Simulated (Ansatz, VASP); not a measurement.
## Rb: VASP beside Ansatz

```
Rb
1.0
    -2.91788    2.91788    2.91788
     2.91788   -2.91788    2.91788
     2.91788    2.91788   -2.91788
Rb
1
Direct
  0.00000 0.00000 0.00000
```

Alike in both runs: task single point; functional r2SCAN; k mesh 10 × 10 × 10; occupations gaussian, width 0.1 eV; no spin polarisation.

|  | VASP | Ansatz |
| --- | --- | --- |
| version | VASP 6.6.1 | Ansatz 0.2.0 |
| potentials or method | VASP PAW PBE potentials, release 64 (Rb_sv), cutoff 520 eV | scalar-relativistic, plane waves, PAW |
| valence electrons in the cell | 9 | 9 |

|  | VASP | Ansatz | Ansatz less VASP |
| --- | --- | --- | --- |
| gap on the k mesh at the Fermi level (eV) | none | none | - |
| pressure (GPa) | -0.1 | -0.1 | -0.01 |

VASP's potentials were made for PBE, not for r2SCAN. A gap of «none» marks a metal or a gap that the smearing closes.
